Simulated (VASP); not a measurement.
# SiGe (P6_3mc) in VASP: a series of runs

Runs on SiGe. Level: LDA. Tasks: single point.

Everything below comes from runs of VASP 6.6.1. Logs are shortened: lines on timing, memory, paths and dates and some standing lists are left out, and cuts for length are marked.

### Step 1. The cell of the first run

Symmetry: P6_3mc, No. 186, hexagonal system. Conventional cell: a = 3.970 Å, b = 3.970 Å, c = 6.561 Å, α = 90.00°, β = 90.00°, γ = 120.00°. Si (site symmetry 3m) has 4 Ge at 2.30 to 2.49 Å within 3.0 Å. Within 3.0 Å of Ge (site symmetry 3m) lie 4 Si at 2.30 to 2.49 Å.

### Step 2. Single point, LDA

Input file INCAR:

```
SYSTEM = SiGe
PREC     = Accurate       ! precision mode
ENCUT    = 520            ! plane-wave cutoff, eV
EDIFF    = 1E-6           ! SCF threshold, eV
ISMEAR   = 0              ! smearing method
SIGMA    = 0.03           ! smearing width, eV
LREAL    = .False.        ! projectors in reciprocal space
LASPH    = .True.         ! aspherical terms in the spheres
NELM     = 100            ! most SCF steps
ALGO     = Normal         ! electronic algorithm
ISIF     = 2              ! what is computed and relaxed
LWAVE    = .False.        ! write WAVECAR
LCHARG   = .False.        ! write CHGCAR
NBANDS   = 26             ! bands
```

Input file KPOINTS:

```
Automatic mesh
0
Gamma
  12 12 6
  0 0 0
```

Input file POSCAR:

```
SiGe
1.0
    3.9700706750      0.0000000000      0.0000000000
   -1.9850353375      3.4381820594      0.0000000000
    0.0000000000      0.0000000000      6.5609628661
Si Ge
2 2
Direct
    0.6666666667      0.3333333333      0.8745031008
    0.3333333333      0.6666666667      0.3745031008
    0.6666666667      0.3333333333      0.5239526465
    0.3333333333      0.6666666667      0.0239526465
```

Potentials or basis: VASP PAW LDA potentials, release 64 (Si, Ge_d).

Launch:

```console
> cat potpaw_LDA.64/Si/POTCAR potpaw_LDA.64/Ge_d/POTCAR > POTCAR
> mpirun -np 1 vasp_std > vasp.out
```

OUTCAR:

```text
SYSTEM = SiGe
   PREC = Accurate
   ENCUT = 520
   EDIFF = 1E-6
   ISMEAR = 0
   LREAL = .False.
   LASPH = .True.
   NELM = 100
   ISIF = 2

 ion  position               nearest neighbor table
   1  0.667  0.333  0.875-   3 2.30   4 2.49   4 2.49   4 2.49
   2  0.333  0.667  0.375-   4 2.30   3 2.49   3 2.49   3 2.49
   3  0.667  0.333  0.524-   1 2.30   2 2.49   2 2.49   2 2.49
   4  0.333  0.667  0.024-   2 2.30   1 2.49   1 2.49   1 2.49

  LATTYP: Found a hexagonal cell.
 ALAT       =     3.9700706750
 C/A-ratio  =     1.6526060625

  Lattice vectors:

 A1 = (   3.9700706750,   0.0000000000,   0.0000000000)
 A2 = (  -1.9850353375,   3.4381820594,   0.0000000000)
 A3 = (   0.0000000000,   0.0000000000,   6.5609628661)

Analysis of symmetry for initial positions (statically):
=====================================================================
 Subroutine PRICEL returns:
 Original cell was already a primitive cell.

 Routine SETGRP: Setting up the symmetry group for a
 hexagonal supercell.

 Subroutine GETGRP returns: Found 12 space group operations
 (whereof  6 operations were pure point group operations)
 out of a pool of 24 trial point group operations.

The static configuration has the point symmetry C_3v.
 The point group associated with its full space group is C_6v.

Analysis of symmetry for dynamics (positions and initial velocities):
=====================================================================
 Subroutine PRICEL returns:
 Original cell was already a primitive cell.

 Routine SETGRP: Setting up the symmetry group for a
 hexagonal supercell.

 Subroutine GETGRP returns: Found 12 space group operations
 (whereof  6 operations were pure point group operations)
 out of a pool of 24 trial point group operations.

The dynamic configuration has the point symmetry C_3v.
 The point group associated with its full space group is C_6v.

 Subroutine INISYM returns: Found 12 space group operations
 (whereof  6 operations are pure point group operations),
 and found     1 'primitive' translations

----------------------------------------------------------------------------------------

                                     Primitive cell

  volume of cell :      89.5560

  direct lattice vectors                    reciprocal lattice vectors
     3.970070675  0.000000000  0.000000000     0.251884685  0.145425690  0.000000000
    -1.985035338  3.438182059  0.000000000     0.000000000  0.290851381  0.000000000
     0.000000000  0.000000000  6.560962866     0.000000000  0.000000000  0.152416653

  length of vectors
     3.970070675  3.970070675  6.560962866     0.290851381  0.290851381  0.152416653

  position of ions in fractional coordinates (direct lattice)
     0.666666667  0.333333333  0.874503101
     0.333333333  0.666666667  0.374503101
     0.666666667  0.333333333  0.523952646
     0.333333333  0.666666667  0.023952646

  ion indices of the primitive-cell ions
   primitive index   ion index
                 1           1
                 2           2
                 3           3
                 4           4

----------------------------------------------------------------------------------------

 KPOINTS: Automatic mesh

Automatic generation of k-mesh.
 Grid dimensions read from file:
 generate k-points for:   12   12    6

 Generating k-lattice:

  Cartesian coordinates                     Fractional coordinates (reciprocal lattice)
     0.020990390  0.012118808  0.000000000     0.083333333  0.000000000  0.000000000
     0.000000000  0.024237615  0.000000000     0.000000000  0.083333333  0.000000000
     0.000000000  0.000000000  0.025402775     0.000000000  0.000000000  0.166666667

  Length of vectors
     0.024237615  0.024237615  0.025402775

  Shift w.r.t. Gamma in fractional coordinates (k-lattice)
     0.000000000  0.000000000  0.000000000

 Subroutine IBZKPT returns following result:
 ===========================================

 Found     76 irreducible k-points:

 Following reciprocal coordinates:
            Coordinates               Weight
  0.000000  0.000000  0.000000      1.000000
  0.083333  0.000000  0.000000      6.000000
  0.166667  0.000000  0.000000      6.000000
  0.250000  0.000000  0.000000      6.000000
  0.333333  0.000000  0.000000      6.000000
  0.416667  0.000000  0.000000      6.000000
[... 16 lines left out ...]
  0.250000  0.000000  0.166667     12.000000
  0.333333  0.000000  0.166667     12.000000
 [... further k-points ...]
   k-points           NKPTS =     76   k-points in BZ     NKDIM =     76   number of bands    NBANDS=     26
   number of dos      NEDOS =    301   number of ions     NIONS =      4
   total plane-waves  NPLWV =  45000
   dimension x,y,z NGX =    30 NGY =   30 NGZ =   50
   dimension x,y,z NGXF=    60 NGYF=   60 NGZF=  100
   ions per type =               2   2
   NGX,Y,Z   is equivalent  to a cutoff of  12.56, 12.56, 12.67 a.u.
   NGXF,Y,Z  is equivalent  to a cutoff of  25.12, 25.12, 25.34 a.u.
 SYSTEM =  SiGe
   PREC   = accura    normal or accurate (medium, high low for compatibility)
   ISTART =      0    job   : 0-new  1-cont  2-samecut
   ICHARG =      2    charge: 1-file 2-atom 10-const
   ISPIN  =      1    spin polarized calculation?
   LNONCOLLINEAR =      F non collinear calculations
   LSORBIT =      F    spin-orbit coupling
   LASPH  =      T    aspherical Exc in radial PAW
   ENCUT  =  520.0 eV  38.22 Ry    6.18 a.u.   7.38  7.38 12.20*2*pi/ulx,y,z
   NELM   =    100;   NELMIN=  2; NELMDL= -5     # of ELM steps
   EDIFF  = 0.1E-05   stopping-criterion for ELM
   LREAL  =      F    real-space projection
   EDIFFG = 0.1E-04   stopping-criterion for IOM
   NSW    =      0    number of steps for IOM
   IBRION =     -1    ionic relax: 0-MD 1-quasi-New 2-CG
   NFREE  =      0    steps in history (QN), initial steepest desc. (CG)
   ISIF   =      2    stress and relaxation
   ISYM   =      2    0-nonsym 1-usesym 2-fastsym
   POTIM  = 0.5000    time-step for ionic-motion
   TEBEG  =    0.0;   TEEND  =   0.0 temperature during run
   PSTRESS=    0.0 pullay stress
   NELECT =      36.0000    total number of electrons
   NUPDOWN=      -1.0000    fix difference up-down
   EMIN   =  10.00;   EMAX   =-10.00  energy-range for DOS
   EFERMI =   0.00;   METHOD = LEGACY
   ISMEAR =     0;   SIGMA  =   0.03  broadening in eV -4-tet -1-fermi 0-gaus
   EFERMI_NEDOS =   21; number of points for ismear=-14 and -15
   IALGO  =     38    algorithm
   IMIX   =      4    mixing-type and parameters
     AMIX     =   0.40;   BMIX     =  1.00
     AMIX_MAG =   1.60;   BMIX_MAG =  1.00
  volume/ion in A,a.u.               =      22.39       151.09
  Fermi-wavevector in a.u.,A,eV,Ry     =   1.208215  2.283195 19.861549  1.459783
  Thomas-Fermi vector in A             =   2.343829
   LORBIT       =      0    0 simple, 1 ext, 2 COOP (PROOUT), +10 PAW based schemes
   GGA     = CA    functional components
   LHFCALC =     F    Hartree Fock is set to
   AEXX    =    0.0000 exact exchange contribution
   IVDW    =     0    specifies the selected vdW correction
   LEPSILON=     F    determine dielectric tensor
   LRPA    =     F    only Hartree local field effects (RPA)
 non-spin polarized calculation
 Gauss-broadening in eV      SIGMA  =   0.03
  energy-cutoff  :      520.00
  volume of cell :       89.56
 maximum number of plane-waves:      2472
 NGX is ok and might be reduce to    30
   NGX = 15   NGY = 15   NGZ = 25

 number of electron      36.0000019 magnetization

 Free energy of the ion-electron system (eV)
  ---------------------------------------------------
  ext. energy  EPLUGINS =         0.00000000
  ---------------------------------------------------
  free energy    TOTEN  =       -21.80685258 eV

  energy without entropy =      -21.80644674  energy(sigma->0) =      -21.80664966

 E-fermi :   5.1244     XC(G=0):  -9.7694

 val. band max:        5.1189991267   @ k =   0.4167   0.0000   0.3333
 cond. band min:       5.1329799361   @ k =   0.5000   0.0000   0.3333
 fundamental gap:      0.0139808094
 Fermi energy:         5.1244083154

 k-point     1 :       0.0000    0.0000    0.0000
  band No.  band energies     occupation
      1     -19.7614      2.00000
      2     -19.7605      2.00000
      3     -19.7417      2.00000
      4     -19.7417      2.00000
      5     -19.7383      2.00000
      6     -19.7383      2.00000
[... 18 lines left out ...]
     25       9.3895      0.00000
     26      11.1458      0.00000

 k-point     2 :       0.0833    0.0000    0.0000
  band No.  band energies     occupation
      1     -19.7611      2.00000
      2     -19.7603      2.00000
      3     -19.7418      2.00000
      4     -19.7415      2.00000
      5     -19.7385      2.00000
      6     -19.7380      2.00000
[... 18 lines left out ...]
     25       9.6806      0.00000
     26      10.7537      0.00000

 k-point     3 :       0.1667    0.0000    0.0000
  band No.  band energies     occupation
      1     -19.7604      2.00000
      2     -19.7598      2.00000
      3     -19.7422      2.00000
      4     -19.7411      2.00000
      5     -19.7388      2.00000
      6     -19.7373      2.00000
[... 18 lines left out ...]
     25      10.1125      0.00000
     26      10.4341      0.00000

 k-point     4 :       0.2500    0.0000    0.0000
  band No.  band energies     occupation
      1     -19.7596      2.00000
      2     -19.7591      2.00000
      3     -19.7427      2.00000
      4     -19.7407      2.00000
      5     -19.7394      2.00000
      6     -19.7364      2.00000
[... 18 lines left out ...]
     25      11.1889      0.00000
     26      11.4480      0.00000
[... 496 lines left out ...]
      1     -19.7604      2.00000
      2     -19.7599      2.00000
      3     -19.7420      2.00000
      4     -19.7409      2.00000
      5     -19.7391      2.00000
      6     -19.7376      2.00000
[... 18 lines left out ...]
     25      10.1786      0.00000
     26      10.4110      0.00000

 k-point    23 :       0.2500    0.0000    0.1667
  band No.  band energies     occupation
      1     -19.7596      2.00000
      2     -19.7592      2.00000
      3     -19.7424      2.00000
      4     -19.7404      2.00000
      5     -19.7395      2.00000
      6     -19.7367      2.00000
[... 18 lines left out ...]
     25      10.9182      0.00000
     26      11.1387      0.00000

 k-point    24 :       0.3333    0.0000    0.1667
  band No.  band energies     occupation
      1     -19.7591      2.00000
      2     -19.7584      2.00000
      3     -19.7429      2.00000
      4     -19.7401      2.00000
      5     -19.7400      2.00000
      6     -19.7359      2.00000
[... 18 lines left out ...]
     25      11.8266      0.00000
     26      12.0984      0.00000

 [... further k-points ...]
[... 5 lines left out ...]
  --------------------------------------------------------------------------------------
  -------------------------------------------------------------------------------------
  Total       -4.1146067     -4.1146067      0.0724264      0.0000000     -0.0000000     -0.0000000
  in kB      -73.6112559    -73.6112559      1.2957242      0.0000000     -0.0000000     -0.0000000
  external PRESSURE =     -48.6422626 kB  Pullay stress =       0.0000000 kB

 VOLUME and BASIS-vectors are now :
 -----------------------------------------------------------------------------
  energy-cutoff  :      520.00
  volume of cell :       89.56
      direct lattice vectors                 reciprocal lattice vectors
     3.970070675  0.000000000  0.000000000     0.251884685  0.145425690  0.000000000
    -1.985035338  3.438182059  0.000000000     0.000000000  0.290851381  0.000000000
     0.000000000  0.000000000  6.560962866     0.000000000  0.000000000  0.152416653

 POSITION                                       TOTAL-FORCE (eV/Angst)
 -----------------------------------------------------------------------------------
      1.98504      1.14606      5.73758         0.000000     -0.000000      1.981657
     -0.00000      2.29212      2.45710        -0.000000      0.000000      1.981657
      1.98504      1.14606      3.43763         0.000000      0.000000     -1.981657
     -0.00000      2.29212      0.15715         0.000000     -0.000000     -1.981657
 -----------------------------------------------------------------------------------
    total drift:                                0.000000      0.000000     -0.001271

  FREE ENERGIE OF THE ION-ELECTRON SYSTEM (eV)
  ---------------------------------------------------
  free  energy   TOTEN  =       -21.8068525771 eV

  energy  without entropy=      -21.8064467427  energy(sigma->0) =      -21.80664966
```

Wall time 79 s (1 thread of AMD EPYC 9R45 (Zen 5), shared host); peak memory 0.24 GiB.

Results:

```
Free energy            : -21.8069 eV
Pressure               : -4.9 GPa
Largest force          : 1.982 eV/Å
Band gap on the k mesh : zero (band 18 reaches 5.36 eV, above the bottom of band 19 at 5.12 eV)
```

Forces on the atoms (eV/Å):
```
Si   0.000  0.000  1.982
Si   0.000  0.000  1.982
Ge   0.000  0.000 -1.982
Ge   0.000  0.000 -1.982
```

Stress tensor (GPa, compression positive):
```
-7.36  0.00  0.00
 0.00 -7.36  0.00
 0.00  0.00  0.13
```

Caveat: forces of over 1 eV/Å act on the atoms, so gaps and moduli don't describe the material at rest.

(Part 1 of 2 ends here.)
